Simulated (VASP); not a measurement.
FeSi: single point with LDA

FeSi:

```
Fe Si
1.0
     4.40305    0.00000    0.00000
     0.00000    4.40305    0.00000
     0.00000    0.00000    4.40305
Fe Si
4 4
Direct
  0.86334 0.63666 0.36334
  0.63666 0.36334 0.86334
  0.36334 0.86334 0.63666
  0.13666 0.13666 0.13666
  0.15887 0.34113 0.65887
  0.34113 0.65887 0.15887
  0.65887 0.15887 0.34113
  0.84113 0.84113 0.84113
```

```
Program             : VASP 6.6.1
Task                : single point
Functional          : LDA
Potentials or basis : VASP PAW LDA potentials, release 64 (Fe, Si)
Cutoff              : 520 eV
k mesh              : 6 × 6 × 6
Occupations         : gaussian, width 0.01 eV
Spin                : no spin polarisation
```

```json
{
  "Pressure": "-5.1 GPa",
  "Largest force": "0.083 eV/Å",
  "Band gap on the k mesh": "0.13 eV (least direct gap 0.15 eV)"
}
```

Forces on the atoms (eV/Å):
```
Fe   0.017 -0.017  0.017
Fe  -0.017  0.017  0.017
Fe   0.017  0.017 -0.017
Fe  -0.017 -0.017 -0.017
Si   0.048 -0.048  0.048
Si  -0.048  0.048  0.048
Si   0.048  0.048 -0.048
Si  -0.048 -0.048 -0.048
```

Levels at points of the mesh, in eV from the valence-band top:
| k point | band 22 | band 23 | band 24 | band 25 | band 26 | band 27 |
| --- | --- | --- | --- | --- | --- | --- |
| (0.00, 0.00, 0.00) | -0.28 | -0.03 | -0.03 | 0.67 | 0.67 | 0.67 |
| (0.50, 0.00, 0.00) | -0.38 | -0.01 | -0.01 | 0.18 | 0.18 | 1.78 |
| (0.50, 0.50, 0.00) | -1.05 | -0.36 | -0.36 | 0.65 | 0.65 | 1.34 |
| (0.50, 0.50, 0.50) | -0.68 | -0.68 | -0.68 | 0.48 | 0.48 | 0.48 |

Run time: 39 s on 1 thread of Intel(R) Xeon(R) 6975P-C (Granite Rapids), on a shared host, peak memory 0.2 GiB.

Caveat: the cell stands under tension. Spin polarisation is off, so any magnetic state and its effect on volume and gap are missing.
